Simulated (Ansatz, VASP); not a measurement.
**B: VASP beside Ansatz**

```
CELL_PARAMETERS angstrom
1.67331 0.00000 0.00000
-0.83666 1.44913 0.00000
0.00000 0.00000 6.84043
ATOMIC_POSITIONS crystal
B 0.33333 0.66667 0.25000
B 0.66667 0.33333 0.75000
```

Alike in both runs: task single point; functional LDA; k mesh 24 × 24 × 5; occupations fermi-dirac, width 0.1 eV; no spin polarisation.

```csv
,VASP,Ansatz
version,VASP 6.6.1,Ansatz 0.2.0
potentials or method,"VASP PAW LDA potentials, release 64 (B), cutoff 520 eV","plane waves (420 eV) with PAW, scalar-relativistic"
valence electrons in the cell,6,6
```

Ansatz gave:

- pressure (GPa): 8.3
- traceless stress, the component that is largest in VASP (GPa): -8.43

Estimate VASP's values.

pressure (GPa): 8.4; traceless stress, the component that is largest in VASP (GPa): -8.67.

Ansatz warns that its potentials were made for another functional, while VASP's fit it. LDA's correlation is that of Perdew and Zunger in VASP and of Perdew and Wang (1992) in Ansatz.
